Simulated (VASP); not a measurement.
# Ru (P6_3/mmc) in VASP: single point with LDA

Aim: the single point of Ru with LDA.

All numbers are computed with VASP 6.6.1; they aren't measurements. Logs are shortened: lines on timing, memory, paths and dates and some standing lists are left out, and cuts for length are marked.

**1. The cell of the first run**

Symmetry: P6_3/mmc, No. 194, hexagonal system. Conventional cell: a = 2.675 Å, b = 2.675 Å, c = 4.224 Å, α = 90.00°, β = 90.00°, γ = 120.00°. Within 3.5 Å of Ru (site symmetry -6m2) lie 12 Ru at 2.62 to 2.68 Å.

**2. Single point, LDA**

The input, INCAR:

```
SYSTEM = Ru
PREC = Accurate ; ENCUT = 560
EDIFF = 1E-6 ; ISMEAR = -1
SIGMA = 0.1 ; LREAL = .False.
LASPH = .True. ; NELM = 120
ALGO = Normal ; ISIF = 2
LWAVE = .False. ; LCHARG = .False.
GGA = CA ; NBANDS = 40
GGA_COMPAT = .False.
```

The input, KPOINTS:

```
regular mesh
0
Gamma
  14 9 8
  0 0 0
```

The input, POSCAR:

```
Ru
1.0
   -1.3376082023      2.3168053671      0.0000000000
    0.0000000000      0.0000000000      4.2244496840
    4.0128246070      2.3168053671      0.0000000000
Ru
4
Direct
    0.5000000000      0.2500000000      0.1666666670
    0.0000000000      0.2500000000      0.6666666670
    0.0000000000      0.7500000000      0.3333333330
    0.5000000000      0.7500000000      0.8333333330
```

Potentials or basis: VASP PAW LDA potentials, release 64 (Ru_sv).

Command:

```console
$ cat potpaw_LDA.64/Ru_sv/POTCAR > POTCAR
$ mpirun -np 1 vasp_std > vasp.out
```

OUTCAR:

```text
SYSTEM = Ru
   PREC = Accurate
   ENCUT = 560
   EDIFF = 1E-6
   ISMEAR = -1
   LREAL = .False.
   LASPH = .True.
   NELM = 120
   ISIF = 2
   GGA = CA

 ion  position               nearest neighbor table
   1  0.500  0.250  0.167-   3 2.62   3 2.62   3 2.62   3 2.62   4 2.62   4 2.62   2 2.68   2 2.68
                             2 2.68   2 2.68
   2  0.000  0.250  0.667-   4 2.62   4 2.62   4 2.62   4 2.62   3 2.62   3 2.62   1 2.68   1 2.68
                             1 2.68   1 2.68
   3  0.000  0.750  0.333-   1 2.62   1 2.62   1 2.62   1 2.62   2 2.62   2 2.62   4 2.68   4 2.68
                             4 2.68   4 2.68
   4  0.500  0.750  0.833-   2 2.62   2 2.62   2 2.62   2 2.62   1 2.62   1 2.62   3 2.68   3 2.68
                             3 2.68   3 2.68

  LATTYP: Found a simple orthorhombic cell.
 ALAT       =     2.6752164047
 B/A-ratio  =     1.5791057787
 C/A-ratio  =     1.7320508076

  Lattice vectors:

 A1 = (  -1.3376082023,   2.3168053671,   0.0000000000)
 A2 = (   0.0000000000,   0.0000000000,   4.2244496840)
 A3 = (   4.0128246070,   2.3168053671,   0.0000000000)

Analysis of symmetry for initial positions (statically):
=====================================================================
 Subroutine PRICEL returns following result:

  LATTYP: Found a hexagonal cell.
 ALAT       =     2.6752164047
 C/A-ratio  =     1.5791057787

  Lattice vectors:

 A1 = (   1.3376082023,   2.3168053671,   0.0000000000)
 A2 = (  -2.6752164047,   0.0000000000,   0.0000000000)
 A3 = (   0.0000000000,   0.0000000000,   4.2244496840)

   2 primitive cells build up your supercell.

 Routine SETGRP: Setting up the symmetry group for a
 simple orthorhombic supercell.

 Subroutine GETGRP returns: Found  8 space group operations
 (whereof  4 operations were pure point group operations)
 out of a pool of  8 trial point group operations.

The static configuration has the point symmetry C_2h.
 The point group associated with its full space group is D_2h.

Analysis of symmetry for dynamics (positions and initial velocities):
=====================================================================
 Subroutine PRICEL returns following result:

  LATTYP: Found a hexagonal cell.
 ALAT       =     2.6752164047
 C/A-ratio  =     1.5791057787

  Lattice vectors:

 A1 = (   1.3376082023,   2.3168053671,   0.0000000000)
 A2 = (  -2.6752164047,   0.0000000000,   0.0000000000)
 A3 = (   0.0000000000,   0.0000000000,   4.2244496840)

   2 primitive cells build up your supercell.

 Routine SETGRP: Setting up the symmetry group for a
 simple orthorhombic supercell.

 Subroutine GETGRP returns: Found  8 space group operations
 (whereof  4 operations were pure point group operations)
 out of a pool of  8 trial point group operations.

The dynamic configuration has the point symmetry C_2h.
 The point group associated with its full space group is D_2h.

 Subroutine INISYM returns: Found  8 space group operations
 (whereof  4 operations are pure point group operations),
 and found     2 'primitive' translations

----------------------------------------------------------------------------------------

                                     Primitive cell

  volume of cell :      26.1830

  direct lattice vectors                    reciprocal lattice vectors
     1.337608202  2.316805367  0.000000000     0.000000000  0.431628834  0.000000000
    -2.675216405  0.000000000  0.000000000    -0.373801536  0.215814417  0.000000000
     0.000000000  0.000000000  4.224449684     0.000000000  0.000000000  0.236717223

  length of vectors
     2.675216405  2.675216405  4.224449684     0.431628834  0.431628834  0.236717223

  position of ions in fractional coordinates (direct lattice)
     0.666666667  0.333333333  0.250000000
     0.333333333  0.666666667  0.750000000

  ion indices of the primitive-cell ions
   primitive index   ion index
                 1           1
                 2           4

----------------------------------------------------------------------------------------

 KPOINTS: regular mesh

Automatic generation of k-mesh.
 Grid dimensions read from file:
 generate k-points for:   14    9    8

 Generating k-lattice:

  Cartesian coordinates                     Fractional coordinates (reciprocal lattice)
    -0.013350055  0.023122973  0.000000000     0.071428571  0.000000000  0.000000000
     0.000000000  0.000000000  0.026301914     0.000000000  0.111111111  0.000000000
     0.023362596  0.013488401  0.000000000     0.000000000  0.000000000  0.125000000

  Length of vectors
     0.026700110  0.026301914  0.026976802

  Shift w.r.t. Gamma in fractional coordinates (k-lattice)
     0.000000000  0.000000000  0.000000000

 Subroutine IBZKPT returns following result:
 ===========================================

 Found    200 irreducible k-points:

 Following reciprocal coordinates:
            Coordinates               Weight
  0.000000  0.000000  0.000000      1.000000
  0.071429  0.000000  0.000000      2.000000
  0.142857  0.000000 -0.000000      2.000000
  0.214286  0.000000  0.000000      2.000000
  0.285714  0.000000 -0.000000      2.000000
  0.357143  0.000000  0.000000      2.000000
[... 16 lines left out ...]
  0.428571  0.222222  0.000000      4.000000
  0.500000  0.222222 -0.000000      2.000000
 [... further k-points ...]
   k-points           NKPTS =    200   k-points in BZ     NKDIM =    200   number of bands    NBANDS=     40
   number of dos      NEDOS =    301   number of ions     NIONS =      4
   total plane-waves  NPLWV =  31104
   dimension x,y,z NGX =    24 NGY =   36 NGZ =   36
   dimension x,y,z NGXF=    48 NGYF=   72 NGZF=   72
   ions per type =               4
   NGX,Y,Z   is equivalent  to a cutoff of  14.91, 14.17, 12.92 a.u.
   NGXF,Y,Z  is equivalent  to a cutoff of  29.83, 28.33, 25.83 a.u.
 SYSTEM =  Ru
   PREC   = accura    normal or accurate (medium, high low for compatibility)
   ISTART =      0    job   : 0-new  1-cont  2-samecut
   ICHARG =      2    charge: 1-file 2-atom 10-const
   ISPIN  =      1    spin polarized calculation?
   LNONCOLLINEAR =      F non collinear calculations
   LSORBIT =      F    spin-orbit coupling
   LASPH  =      T    aspherical Exc in radial PAW
   ENCUT  =  560.0 eV  41.16 Ry    6.42 a.u.   5.16  8.15  8.94*2*pi/ulx,y,z
   NELM   =    120;   NELMIN=  2; NELMDL= -5     # of ELM steps
   EDIFF  = 0.1E-05   stopping-criterion for ELM
   LREAL  =      F    real-space projection
   EDIFFG = 0.1E-04   stopping-criterion for IOM
   NSW    =      0    number of steps for IOM
   IBRION =     -1    ionic relax: 0-MD 1-quasi-New 2-CG
   NFREE  =      0    steps in history (QN), initial steepest desc. (CG)
   ISIF   =      2    stress and relaxation
   ISYM   =      2    0-nonsym 1-usesym 2-fastsym
   POTIM  = 0.5000    time-step for ionic-motion
   TEBEG  =    0.0;   TEEND  =   0.0 temperature during run
   PSTRESS=    0.0 pullay stress
   NELECT =      64.0000    total number of electrons
   NUPDOWN=      -1.0000    fix difference up-down
   EMIN   =  10.00;   EMAX   =-10.00  energy-range for DOS
   EFERMI =   0.00;   METHOD = LEGACY
   ISMEAR =    -1;   SIGMA  =   0.10  broadening in eV -4-tet -1-fermi 0-gaus
   EFERMI_NEDOS =   21; number of points for ismear=-14 and -15
   IALGO  =     38    algorithm
   IMIX   =      4    mixing-type and parameters
     AMIX     =   0.40;   BMIX     =  1.00
     AMIX_MAG =   1.60;   BMIX_MAG =  1.00
  volume/ion in A,a.u.               =      13.09        88.35
  Fermi-wavevector in a.u.,A,eV,Ry     =   1.750325  3.307634 41.683306  3.063637
  Thomas-Fermi vector in A             =   2.821066
   LORBIT       =      0    0 simple, 1 ext, 2 COOP (PROOUT), +10 PAW based schemes
   GGA     = CA    functional components
   LHFCALC =     F    Hartree Fock is set to
   AEXX    =    0.0000 exact exchange contribution
   IVDW    =     0    specifies the selected vdW correction
   LEPSILON=     F    determine dielectric tensor
   LRPA    =     F    only Hartree local field effects (RPA)
 non-spin polarized calculation
  energy-cutoff  :      560.00
  volume of cell :       52.37
 maximum number of plane-waves:      1596
 NGX is ok and might be reduce to    24
   NGX = 11   NGY = 17   NGZ = 17

 number of electron      64.0000017 magnetization

 Free energy of the ion-electron system (eV)
  ---------------------------------------------------
  ext. energy  EPLUGINS =         0.00000000
  ---------------------------------------------------
  free energy    TOTEN  =       -42.85009044 eV

  energy without entropy =      -42.74690052  energy(sigma->0) =      -42.79849548

 E-fermi :  15.7163     XC(G=0): -14.7426

 val. band max:       15.6996959884   @ k =   0.1429   0.3333   0.3750
 cond. band min:      15.7187823287   @ k =   0.2857   0.2222   0.3750
 fundamental gap:      0.0190863403
 Fermi energy:        15.7163102097

 k-point     1 :       0.0000    0.0000    0.0000
  band No.  band energies     occupation
      1     -57.1040      2.00000
      2     -56.8964      2.00000
      3     -56.8582      2.00000
      4     -56.8160      2.00000
      5     -27.8915      2.00000
      6     -27.6778      2.00000
[... 32 lines left out ...]
     39      19.9909      0.00000
     40      22.0857      0.00000

 k-point     2 :       0.0714    0.0000    0.0000
  band No.  band energies     occupation
      1     -57.0973      2.00000
      2     -56.8929      2.00000
      3     -56.8557      2.00000
      4     -56.8165      2.00000
      5     -27.8765      2.00000
      6     -27.6657      2.00000
[... 32 lines left out ...]
     39      20.1708      0.00000
     40      22.2534      0.00000

 k-point     3 :       0.1429    0.0000   -0.0000
  band No.  band energies     occupation
      1     -57.0782      2.00000
      2     -56.8829      2.00000
      3     -56.8485      2.00000
      4     -56.8183      2.00000
      5     -27.8327      2.00000
      6     -27.6309      2.00000
[... 853 lines left out ...]
  band No.  band energies     occupation
      1     -56.9188      2.00000
      2     -56.8627      2.00000
      3     -56.8280      2.00000
      4     -56.8279      2.00000
      5     -27.5906      2.00000
      6     -27.5468      2.00000
[... 32 lines left out ...]
     39      22.9897      0.00000
     40      24.0566      0.00000

 k-point    24 :       0.5000    0.2222   -0.0000
  band No.  band energies     occupation
      1     -56.8876      2.00000
      2     -56.8876      2.00000
      3     -56.8249      2.00000
      4     -56.8249      2.00000
      5     -27.5802      2.00000
      6     -27.5802      2.00000
[... 32 lines left out ...]
     39      23.8641      0.00000
     40      23.8641      0.00000

 [... further k-points ...]
[... 5 lines left out ...]
  --------------------------------------------------------------------------------------
  -------------------------------------------------------------------------------------
  Total        0.2016592      0.2608114      0.1308208     -0.0512273      0.0000000      0.0000000
  in kB        6.1699261      7.9797366      4.0025679     -1.5673419      0.0000000      0.0000000
  external PRESSURE =       6.0507435 kB  Pullay stress =       0.0000000 kB

 VOLUME and BASIS-vectors are now :
 -----------------------------------------------------------------------------
  energy-cutoff  :      560.00
  volume of cell :       52.37
      direct lattice vectors                 reciprocal lattice vectors
    -1.337608202  2.316805367  0.000000000    -0.186900768  0.323721626  0.000000000
     0.000000000  0.000000000  4.224449684     0.000000000  0.000000000  0.236717223
     4.012824607  2.316805367  0.000000000     0.186900768  0.107907209  0.000000000

 POSITION                                       TOTAL-FORCE (eV/Angst)
 -----------------------------------------------------------------------------------
      0.00000      1.54454      1.05611        -0.008917     -0.005148      0.000000
      2.67522      1.54454      1.05611        -0.008917     -0.005148      0.000000
      1.33761      0.77227      3.16834         0.008917      0.005148      0.000000
      2.67522      3.08907      3.16834         0.008917      0.005148      0.000000
 -----------------------------------------------------------------------------------
    total drift:                                0.000000      0.000000     -0.000000

  FREE ENERGIE OF THE ION-ELECTRON SYSTEM (eV)
  ---------------------------------------------------
  free  energy   TOTEN  =       -42.8500904401 eV

  energy  without entropy=      -42.7469005170  energy(sigma->0) =      -42.79849548
```

It took 3.7 min on 1 thread of Intel Xeon Platinum 8488C (Sapphire Rapids), shared host; peak memory 0.39 GiB.

Results:

* Free energy: -42.8501 eV
* Pressure: 0.6 GPa
* Largest force: 0.010 eV/Å
* Band gap on the k mesh: zero (bands 32 and 33 overlap by 2.79 eV)

Forces on the atoms (eV/Å):
```
Ru  -0.009 -0.005  0.000
Ru  -0.009 -0.005  0.000
Ru   0.009  0.005  0.000
Ru   0.009  0.005  0.000
```

Stress tensor (GPa, compression positive):
```
 0.62 -0.16  0.00
-0.16  0.80  0.00
 0.00  0.00  0.40
```

Levels at points of the mesh, in eV from the Fermi level:
```
           k point  band 28  band 29  band 30  band 31  band 32  band 33  band 34  band 35  band 36  band 37
(0.00, 0.00, 0.00)    -2.04    -1.87    -1.60    -1.50    -1.50     1.25     1.26     1.36     1.51     1.96
(0.50, 0.00, 0.00)    -2.26    -1.72    -1.72     0.09     0.09     1.61     1.61     1.67     1.67     3.99
(0.00, 0.00, 0.50)    -2.50    -1.60    -1.60    -0.95    -0.95    -0.67    -0.67    -0.37    -0.37     1.80
(0.50, 0.00, 0.50)    -1.87    -1.60    -1.60     1.51     1.51     1.96     1.96     2.06     2.06     4.28
```
